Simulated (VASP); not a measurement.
Set up this calculation in VASP 6.6.1, as the native input.

```
Task                   : single point
Functional             : PBEsol
Potentials or basis    : VASP PAW PBE potentials, release 64 (Al, N)
Cutoff                 : 520 eV
k mesh                 : 6 × 6 × 6
Occupations            : gaussian, width 0.05 eV
Spin                   : no spin polarisation
Dipole correction      : no
Further INCAR settings : ALGO = Normal; EDIFF = 1e-06; NBANDS = 26
```

The structure of AlN lies in POSCAR:

```
AlN
1.0
    4.3771405283      0.0000000000      0.0000000000
    0.0000000000     -4.3771405283      0.0000000000
    0.0000000000      0.0000000000     -4.3771405283
Al N
4 4
Direct
   -0.0203547165     -0.0575718322     -0.0203547165
    0.5000000000      0.5000000000      0.0000000000
    0.5000000000      0.0000000000      0.5000000000
    0.0000000000      0.5000000000      0.5000000000
    0.7500000000      0.7500000000      0.7500000000
    0.2500000000      0.2500000000      0.7500000000
    0.2500000000      0.7500000000      0.2500000000
    0.7500000000      0.2500000000      0.2500000000
```

This cell differs from its parent crystal: atom 1 (Al) moved by -0.126 Å along [1 1 0] and +0.252 Å along [0 0 1].

The input as run:

INCAR

```
PREC = Accurate
ENCUT = 520
EDIFF = 1E-6
ISMEAR = 0
SIGMA = 0.05
LREAL = F
LASPH = T
NELM = 60
ALGO = Normal
ISIF = 2
LWAVE = F
LCHARG = T
GGA = PS
LELF = T
LVHAR = T
NBANDS = 26
```

KPOINTS

```
regular mesh
0
Gamma
  6 6 6
```

Potentials or basis: VASP PAW PBE potentials, release 64 (Al, N).

Launch:

```sh
$ cat potpaw_PBE.64/Al/POTCAR potpaw_PBE.64/N/POTCAR > POTCAR
$ mpirun -np 1 vasp_std > vasp.out
```

Results of the run:

```yaml
Pressure: 3.4 GPa
Largest_force: 7.745 eV/Å
Band_gap_on_the_k_mesh: 2.29 eV
```

Caveat: the cell differs from its parent crystal (atom 1 (Al) moved by -0.126 Å along [1 1 0] and +0.252 Å along [0 0 1]); the cell stands under pressure; the PAW data sets were made with another functional, which shifts forces and pressure a little.

It took 2.1 min on 1 thread of Intel Xeon 8259CL, with other jobs on the host, peak memory 0.26 GiB.
